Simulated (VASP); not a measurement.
# C (Fd-3m) in VASP: a series of runs

Runs on C. Level: PBEsol. Tasks: relaxation of cell and atoms.

Everything below comes from runs of VASP 6.6.1. Logs are shortened: lines on timing, memory, paths and dates and some standing lists are left out, and cuts for length are marked.

## Step 1: The cell of the first run

The structure is cubic, space group Fd-3m (No. 227). Conventional cell: a = 3.554 Å, b = 3.554 Å, c = 3.554 Å, α = 90.00°, β = 90.00°, γ = 90.00°. C (site symmetry -43m) has 4 C at 1.54 Å within 2.1 Å.

## Step 2: Relaxation of cell and atoms, PBEsol, target pressure -2 GPa, at which the enthalpy is minimised

Input file INCAR:

```
SYSTEM = C
PREC = Accurate
ENCUT = 600
EDIFF = 1E-7
ISMEAR = 0
SIGMA = 0.01
LREAL = .FALSE.
LASPH = .TRUE.
NELM = 60
ALGO = Normal
ISIF = 3
LWAVE = .FALSE.
LCHARG = .FALSE.
GGA = PS
IBRION = 2
NSW = 100
EDIFFG = -0.002
PSTRESS = -20.0
```

Input file KPOINTS:

```
regular mesh
0
G
  12 12 12
  0 0 0
```

Input file POSCAR:

```
C
1.0
    1.7769037248      1.7769037248      0.0000000000
   -1.7769037248      1.7769037248      0.0000000000
    0.0000000000      1.7769037248      1.7769037248
C
2
Direct
    0.5000000000      0.5000000000      0.0000000000
    0.7500000000      0.2500000000      0.5000000000
```

Potentials or basis: VASP PAW PBE potentials, release 64 (C).

Started as:

```bash
cat potpaw_PBE.64/C/POTCAR > POTCAR
mpirun -np 1 vasp_std > vasp.out
```

OUTCAR:

```text
SYSTEM = C
   PREC = Accurate
   ENCUT = 600
   EDIFF = 1E-7
   ISMEAR = 0
   LREAL = .FALSE.
   LASPH = .TRUE.
   NELM = 60
   ISIF = 3
   GGA = PS
   IBRION = 2
   NSW = 100
   EDIFFG = -0.002
   PSTRESS = -20.0

 ion  position               nearest neighbor table
   1  0.500  0.500  0.000-   2 1.54   2 1.54   2 1.54   2 1.54
   2  0.750  0.250  0.500-   1 1.54   1 1.54   1 1.54   1 1.54

  LATTYP: Found a face centered cubic cell.
 ALAT       =     3.5538074496

  Lattice vectors:

 A1 = (   0.0000000000,   1.7769037248,   1.7769037248)
 A2 = (   1.7769037248,   0.0000000000,   1.7769037248)
 A3 = (   1.7769037248,   1.7769037248,   0.0000000000)

Analysis of symmetry for initial positions (statically):
=====================================================================
 Subroutine PRICEL returns:
 Original cell was already a primitive cell.

 Routine SETGRP: Setting up the symmetry group for a
 face centered cubic supercell.

 Subroutine GETGRP returns: Found 48 space group operations
 (whereof 24 operations were pure point group operations)
 out of a pool of 48 trial point group operations.

The static configuration has the point symmetry T_d .
 The point group associated with its full space group is O_h .

Analysis of symmetry for dynamics (positions and initial velocities):
=====================================================================
 Subroutine PRICEL returns:
 Original cell was already a primitive cell.

 Routine SETGRP: Setting up the symmetry group for a
 face centered cubic supercell.

 Subroutine GETGRP returns: Found 48 space group operations
 (whereof 24 operations were pure point group operations)
 out of a pool of 48 trial point group operations.

The dynamic configuration has the point symmetry T_d .
 The point group associated with its full space group is O_h .

 Subroutine INISYM returns: Found 48 space group operations
 (whereof 24 operations are pure point group operations),
 and found     1 'primitive' translations

----------------------------------------------------------------------------------------

                                     Primitive cell

  volume of cell :      11.2207

  direct lattice vectors                    reciprocal lattice vectors
     1.776903725  1.776903725  0.000000000     0.281388346  0.281388346 -0.281388346
    -1.776903725  1.776903725  0.000000000    -0.281388346  0.281388346 -0.281388346
     0.000000000  1.776903725  1.776903725     0.000000000  0.000000000  0.562776692

  length of vectors
     2.512921347  2.512921347  2.512921347     0.487378912  0.487378912  0.562776692

  position of ions in fractional coordinates (direct lattice)
     0.500000000  0.500000000  0.000000000
     0.750000000  0.250000000  0.500000000

  ion indices of the primitive-cell ions
   primitive index   ion index
                 1           1
                 2           2

----------------------------------------------------------------------------------------

 KPOINTS: regular mesh

Automatic generation of k-mesh.
 Grid dimensions read from file:
 generate k-points for:   12   12   12

 Generating k-lattice:

  Cartesian coordinates                     Fractional coordinates (reciprocal lattice)
     0.023449029  0.023449029 -0.023449029     0.083333333  0.000000000  0.000000000
    -0.023449029  0.023449029 -0.023449029     0.000000000  0.083333333  0.000000000
     0.000000000  0.000000000  0.046898058     0.000000000  0.000000000  0.083333333

  Length of vectors
     0.040614909  0.040614909  0.046898058

  Shift w.r.t. Gamma in fractional coordinates (k-lattice)
     0.000000000  0.000000000  0.000000000

 Subroutine IBZKPT returns following result:
 ===========================================

 Found     72 irreducible k-points:

 Following reciprocal coordinates:
            Coordinates               Weight
  0.000000  0.000000  0.000000      1.000000
  0.083333  0.000000  0.000000      8.000000
  0.166667  0.000000  0.000000      8.000000
  0.250000  0.000000  0.000000      8.000000
  0.333333  0.000000  0.000000      8.000000
  0.416667  0.000000  0.000000      8.000000
[... 16 lines left out ...]
  0.500000  0.166667  0.000000     24.000000
 -0.416667  0.166667  0.000000     24.000000
 [... further k-points ...]
   k-points           NKPTS =     72   k-points in BZ     NKDIM =     72   number of bands    NBANDS=      8
   number of dos      NEDOS =    301   number of ions     NIONS =      2
   total plane-waves  NPLWV =   8000
   dimension x,y,z NGX =    20 NGY =   20 NGZ =   20
   dimension x,y,z NGXF=    40 NGYF=   40 NGZF=   40
   ions per type =               2
   NGX,Y,Z   is equivalent  to a cutoff of  13.23, 13.23, 13.23 a.u.
   NGXF,Y,Z  is equivalent  to a cutoff of  26.46, 26.46, 26.46 a.u.
 SYSTEM =  C
   PREC   = accura    normal or accurate (medium, high low for compatibility)
   ISTART =      0    job   : 0-new  1-cont  2-samecut
   ICHARG =      2    charge: 1-file 2-atom 10-const
   ISPIN  =      1    spin polarized calculation?
   LNONCOLLINEAR =      F non collinear calculations
   LSORBIT =      F    spin-orbit coupling
   LASPH  =      T    aspherical Exc in radial PAW
   ENCUT  =  600.0 eV  44.10 Ry    6.64 a.u.   5.02  5.02  5.02*2*pi/ulx,y,z
   NELM   =     60;   NELMIN=  2; NELMDL= -5     # of ELM steps
   EDIFF  = 0.1E-06   stopping-criterion for ELM
   LREAL  =      F    real-space projection
   EDIFFG = -.2E-02   stopping-criterion for IOM
   NSW    =    100    number of steps for IOM
   IBRION =      2    ionic relax: 0-MD 1-quasi-New 2-CG
   NFREE  =      1    steps in history (QN), initial steepest desc. (CG)
   ISIF   =      3    stress and relaxation
   ISYM   =      2    0-nonsym 1-usesym 2-fastsym
   POTIM  = 0.5000    time-step for ionic-motion
   TEBEG  =    0.0;   TEEND  =   0.0 temperature during run
   PSTRESS=  -20.0 pullay stress
   NELECT =       8.0000    total number of electrons
   NUPDOWN=      -1.0000    fix difference up-down
   EMIN   =  10.00;   EMAX   =-10.00  energy-range for DOS
   EFERMI =   0.00;   METHOD = LEGACY
   ISMEAR =     0;   SIGMA  =   0.01  broadening in eV -4-tet -1-fermi 0-gaus
   EFERMI_NEDOS =   21; number of points for ismear=-14 and -15
   IALGO  =     38    algorithm
   IMIX   =      4    mixing-type and parameters
     AMIX     =   0.40;   BMIX     =  1.00
     AMIX_MAG =   1.60;   BMIX_MAG =  1.00
  volume/ion in A,a.u.               =       5.61        37.86
  Fermi-wavevector in a.u.,A,eV,Ry     =   1.462506  2.763735 29.101817  2.138923
  Thomas-Fermi vector in A             =   2.578711
   LORBIT       =      0    0 simple, 1 ext, 2 COOP (PROOUT), +10 PAW based schemes
   GGA     = PS    functional components
   LHFCALC =     F    Hartree Fock is set to
   AEXX    =    0.0000 exact exchange contribution
   IVDW    =     0    specifies the selected vdW correction
   LEPSILON=     F    determine dielectric tensor
   LRPA    =     F    only Hartree local field effects (RPA)
 conjugate gradient relaxation of ions
 non-spin polarized calculation
 Gauss-broadening in eV      SIGMA  =   0.01
  energy-cutoff  :      600.00
  volume of cell :       11.22
 maximum number of plane-waves:       388
   NGX =  9   NGY =  9   NGZ =  9

--------------------------------------- Ionic step        1  -------------------------------------------

 number of electron       7.9999999 magnetization

 Free energy of the ion-electron system (eV)
  ---------------------------------------------------
  ext. energy  EPLUGINS =         0.00000000
  ---------------------------------------------------
  free energy    TOTEN  =       -19.25424658 eV

  energy without entropy =      -19.25424658  energy(sigma->0) =      -19.25424658

------------------------ aborting loop because EDIFF is reached ----------------------------------------

  FORCE on cell =-STRESS in cart. coord.  units (eV):
  Direction    XX          YY          ZZ          XY          YZ          ZX
  --------------------------------------------------------------------------------------
  -------------------------------------------------------------------------------------
  Total        0.0308578      0.0308578      0.0308578      0.0000000     -0.0000000      0.0000000
  in kB        4.4060975      4.4060975      4.4060975      0.0000000     -0.0000000      0.0000000
  external PRESSURE =      24.4060975 kB  Pullay stress =     -20.0000000 kB

 VOLUME and BASIS-vectors are now :
 -----------------------------------------------------------------------------
  energy-cutoff  :      600.00
  volume of cell :       11.22
      direct lattice vectors                 reciprocal lattice vectors
     1.776903725  1.776903725  0.000000000     0.281388346  0.281388346 -0.281388346
    -1.776903725  1.776903725  0.000000000    -0.281388346  0.281388346 -0.281388346
     0.000000000  1.776903725  1.776903725     0.000000000  0.000000000  0.562776692
[... 46 lines left out ...]
  FREE ENERGIE OF THE ION-ELECTRON SYSTEM (eV)
  ---------------------------------------------------
  free  energy   TOTEN  =       -19.2522387182 eV

  energy  without entropy=      -19.2522387182  energy(sigma->0) =      -19.25223872

  enthalpy is  TOTEN    =       -19.3940470715 eV   P V=       -0.1418083533

--------------------------------------- Ionic step        3  -------------------------------------------

 number of electron       7.9999999 magnetization

 Free energy of the ion-electron system (eV)
  ---------------------------------------------------
  ext. energy  EPLUGINS =         0.00000000
  ---------------------------------------------------
  free energy    TOTEN  =       -19.25394404 eV

  energy without entropy =      -19.25394404  energy(sigma->0) =      -19.25394404

 E-fermi :   9.8284     XC(G=0): -13.4596

 val. band max:        9.7867622612   @ k =   0.0000   0.0000   0.0000
 cond. band min:      13.8351191383   @ k =  -0.3333   0.3333   0.0000
 fundamental gap:      4.0483568771
 Fermi energy:         9.8283881450

 k-point     1 :       0.0000    0.0000    0.0000
  band No.  band energies     occupation
      1     -11.8076      2.00000
      2       9.7868      2.00000
      3       9.7868      2.00000
      4       9.7868      2.00000
      5      15.3411      0.00000
      6      15.3411      0.00000
      7      15.3411      0.00000
      8      23.2790      0.00000

 k-point     2 :       0.0833    0.0000    0.0000
  band No.  band energies     occupation
      1     -11.6143      2.00000
      2       8.5464      2.00000
      3       9.4591      2.00000
      4       9.4591      2.00000
      5      15.7695      0.00000
      6      15.7695      0.00000
      7      16.0670      0.00000
      8      23.4292      0.00000
[... 221 lines left out ...]
 k-point    23 :       0.5000    0.1667    0.0000
  band No.  band energies     occupation
      1      -5.9935      2.00000
      2      -2.3375      2.00000
      3       4.7576      2.00000
      4       5.7761      2.00000
      5      16.7915      0.00000
      6      20.4876      0.00000
      7      21.0631      0.00000
      8      24.0009      0.00000

 k-point    24 :      -0.4167    0.1667    0.0000
  band No.  band energies     occupation
      1      -7.6032      2.00000
      2      -0.0637      2.00000
      3       5.4846      2.00000
      4       5.6857      2.00000
      5      16.3813      0.00000
      6      20.7685      0.00000
      7      20.9427      0.00000
      8      22.3780      0.00000

 [... further k-points ...]

------------------------ aborting loop because EDIFF is reached ----------------------------------------

  FORCE on cell =-STRESS in cart. coord.  units (eV):
  Direction    XX          YY          ZZ          XY          YZ          ZX
  --------------------------------------------------------------------------------------
  -------------------------------------------------------------------------------------
  Total       -0.1404300     -0.1404300     -0.1404300      0.0000000      0.0000000     -0.0000000
  in kB      -19.9422880    -19.9422880    -19.9422880      0.0000000      0.0000000     -0.0000000
  external PRESSURE =       0.0577120 kB  Pullay stress =     -20.0000000 kB

 VOLUME and BASIS-vectors are now :
 -----------------------------------------------------------------------------
  energy-cutoff  :      600.00
  volume of cell :       11.28
      direct lattice vectors                 reciprocal lattice vectors
     1.780144163  1.780144163  0.000000000     0.280876128  0.280876128 -0.280876128
    -1.780144163  1.780144163  0.000000000    -0.280876128  0.280876128 -0.280876128
     0.000000000  1.780144163  1.780144163     0.000000000 -0.000000000  0.561752256

 POSITION                                       TOTAL-FORCE (eV/Angst)
 -----------------------------------------------------------------------------------
      0.00000      3.56029      1.78014        -0.000000     -0.000000     -0.000000
      0.89007      2.67022      0.89007         0.000000      0.000000      0.000000
 -----------------------------------------------------------------------------------
    total drift:                                0.000000      0.000000      0.000000

  FREE ENERGIE OF THE ION-ELECTRON SYSTEM (eV)
  ---------------------------------------------------
  free  energy   TOTEN  =       -19.2539440393 eV

  energy  without entropy=      -19.2539440393  energy(sigma->0) =      -19.25394404

  enthalpy is  TOTEN    =       -19.3947804451 eV   P V=       -0.1408364058

 reached required accuracy - stopping structural energy minimisation
```

Run time: 8.3 s. Hardware: 1 thread of Intel Xeon 6975P-C, shared host; peak memory 0.12 GiB.

What came out:

- Free energy: -19.2539 eV
- Relaxed volume: 5.64 Å³/atom
- Relaxed cell: a = 2.518 Å, b = 2.518 Å, c = 2.518 Å, α = 60.00°, β = 60.00°, γ = 90.00°
- Space group after relaxing (to 0.05 Å): Fd-3m (No. 227)
- Energy change on relaxing (the enthalpy is what falls): +0.2 meV/atom
- Ionic steps: 3
- Pressure after relaxing: -2.0 GPa
- Band gap on the k mesh: 4.05 eV, indirect (least direct gap 5.55 eV)

Step by step:
| step | energy change (eV) | largest force (eV/Å) | pressure (GPa) | volume (Å³) |
| --- | --- | --- | --- | --- |
| 1 | 0.0000 | 0.0000 | 0.44 | 11.22 |
| 2 | 0.0020 | 0.0000 | -5.00 | 11.36 |
| 3 | 0.0003 | 0.0000 | -1.99 | 11.28 |

Final structure:
```
C
1.0
     1.78014    1.78014    0.00000
    -1.78014    1.78014    0.00000
     0.00000    1.78014    1.78014
C
2
Direct
  0.50000 0.50000 0.00000
  0.75000 0.25000 0.50000
```

Levels at points of the mesh, in eV from the valence-band top:
```csv
k point,band 1,band 2,band 3,band 4,band 5,band 6,band 7,band 8
"(0.00, 0.00, 0.00)",-21.59,0.00,0.00,0.00,5.55,5.55,5.55,13.49
"(0.50, 0.00, 0.00)",-15.73,-13.53,-2.83,-2.83,8.41,8.41,8.91,15.54
"(0.50, 0.50, 0.00)",-12.82,-12.82,-6.37,-6.37,4.61,4.61,16.87,16.87
```

Caveat: the cell is relaxed towards a set pressure, so the enthalpy falls and the energy may rise; the PAW data sets were made with another functional, which shifts forces and pressure a little.

## Step 3: Relaxation of cell and atoms, PBEsol, target pressure 2 GPa, at which the enthalpy is minimised

Input file INCAR:

```
  PREC = Accurate
  ENCUT = 600
  EDIFF = 1E-7
  ISMEAR = 0
  SIGMA = 0.01
  LREAL = False
  LASPH = True
  NELM = 100
  ALGO = Normal
  ISIF = 3
  LWAVE = False
  LCHARG = False
  GGA = PS
  IBRION = 2
  NSW = 100
  EDIFFG = -0.002
  PSTRESS = 20.0
```

Input file KPOINTS:

```
Automatic mesh
0
Gamma
  12 12 12
```

POSCAR is that of step 2.

Potentials or basis: VASP PAW PBE potentials, release 64 (C).

Started as:

```bash
cat potpaw_PBE.64/C/POTCAR > POTCAR
mpirun -np 1 vasp_std > vasp.out
```

Wall time 8.9 s (1 thread of Intel Xeon 6975P-C, shared host); peak memory 0.12 GiB.

The run converged. Its results:

- Free energy: -19.2540 eV
- Relaxed volume: 5.59 Å³/atom
- Relaxed cell: a = 2.510 Å, b = 2.510 Å, c = 2.510 Å, α = 60.00°, β = 60.00°, γ = 90.00°
- Space group after relaxing (to 0.05 Å): Fd-3m (No. 227)
- Energy change on relaxing (the enthalpy is what falls): +0.1 meV/atom
- Ionic steps: 3
- Pressure after relaxing: 2.0 GPa
- Band gap on the k mesh: 4.07 eV, indirect (least direct gap 5.58 eV)

The path:
```
step  energy change (eV)  largest force (eV/Å)  pressure (GPa)  volume (Å³)
   1              0.0000                0.0000            0.44        11.22
   2              0.0012                0.0000            4.06        11.13
   3              0.0003                0.0000            2.01        11.18
```

Final structure:
```
CELL_PARAMETERS angstrom
1.77486 1.77486 0.00000
-1.77486 1.77486 0.00000
0.00000 1.77486 1.77486
ATOMIC_POSITIONS crystal
C 0.50000 0.50000 0.00000
C 0.75000 0.25000 0.50000
```

Levels at points of the mesh, in eV from the valence-band top:
| k point | band 1 | band 2 | band 3 | band 4 | band 5 | band 6 | band 7 | band 8 |
| --- | --- | --- | --- | --- | --- | --- | --- | --- |
| (0.00, 0.00, 0.00) | -21.72 | 0.00 | 0.00 | 0.00 | 5.58 | 5.58 | 5.58 | 13.70 |
| (0.50, 0.00, 0.00) | -15.80 | -13.63 | -2.85 | -2.85 | 8.44 | 8.44 | 9.03 | 15.62 |
| (0.50, 0.50, 0.00) | -12.88 | -12.88 | -6.43 | -6.43 | 4.63 | 4.63 | 17.00 | 17.00 |

Caveat: the cell is relaxed towards a set pressure, so the enthalpy falls and the energy may rise; the PAW data sets were made with another functional, which shifts forces and pressure a little. Expect the measured gap to be larger: semilocal functionals such as PBEsol lack the derivative discontinuity.

(Continued in part 2 of 2.)
